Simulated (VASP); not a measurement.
SnO2: single point with PBEsol

SnO2:

```
Sn O
1.0
     3.07676    1.77637    4.23056
    -3.07676    1.77637    4.23056
     0.00000   -3.55274    4.23056
Sn O
4 8
Direct
  0.86468 0.86468 0.86468
  0.36482 0.36482 0.86482
  0.36482 0.86482 0.36482
  0.86482 0.36482 0.36482
  0.12350 0.62335 0.62335
  0.62335 0.12350 0.62335
  0.62335 0.62335 0.12350
  0.60621 0.60621 0.60621
  0.12347 0.12347 0.12347
  0.10609 0.10609 0.60624
  0.10609 0.60624 0.10609
  0.60624 0.10609 0.10609
```

This cell differs from its parent crystal: volume 11.561 Å^3 an atom, c/a of the conventional cell 2.0625.

| Property | Result |
| --- | --- |
| Program | VASP 6.6.1 |
| Task | single point |
| Functional | PBEsol |
| Potentials or basis | VASP PAW PBE potentials, release 64 (Sn_d, O) |
| Cutoff | 520 eV |
| k mesh | 6 × 6 × 6 |
| Occupations | gaussian, width 0.05 eV |
| Spin | no spin polarisation |
| Dipole correction | no |
| Further INCAR settings | ALGO = Normal; EDIFF = 1e-06; NBANDS = 64 |

```
Pressure               : 30.1 GPa
Largest force          : 1.805 eV/Å
Band gap on the k mesh : 2.77 eV
```

Forces on the atoms (eV/Å):
```
Sn   0.000  0.000 -0.002
Sn   0.000  0.000  0.001
Sn   0.000  0.000  0.001
Sn   0.000  0.000  0.001
O    0.001  0.000 -1.802
O   -0.001  0.000 -1.802
O    0.000 -0.001 -1.802
O    0.000  0.000  1.800
O    0.000  0.000 -1.805
O    0.000 -0.001  1.803
O   -0.001  0.000  1.803
O    0.001  0.000  1.803
```

Stress tensor (GPa, compression positive):
```
36.06  0.00  0.00
 0.00 36.06  0.00
 0.00  0.00 18.25
```

Levels at points of the mesh, in eV from the valence-band top:
| k point | band 48 | band 49 | band 50 | band 51 | band 52 | band 53 | band 54 | band 55 | band 56 | band 57 |
| --- | --- | --- | --- | --- | --- | --- | --- | --- | --- | --- |
| (0.00, 0.00, 0.00) | -0.44 | -0.19 | 0.00 | 0.00 | 0.00 | 2.77 | 6.10 | 6.15 | 6.15 | 6.15 |
| (0.50, 0.00, 0.00) | -0.56 | -0.40 | -0.40 | -0.12 | -0.12 | 5.52 | 5.52 | 7.27 | 7.27 | 7.42 |
| (0.50, 0.50, 0.00) | -0.77 | -0.67 | -0.67 | -0.11 | -0.11 | 5.96 | 5.96 | 7.23 | 7.23 | 8.28 |
| (0.50, 0.50, 0.50) | -0.95 | -0.95 | -0.80 | -0.80 | -0.80 | 4.63 | 6.53 | 6.83 | 6.83 | 6.83 |

Run time: 2.4 min on 1 thread of Intel(R) Xeon(R) 6975P-C (Granite Rapids) (shared host), peak memory 0.38 GiB.

Caveat: the PAW data sets were made with another functional, which shifts forces and pressure a little; spin-orbit coupling is left out, which moves the levels of the heavy elements.
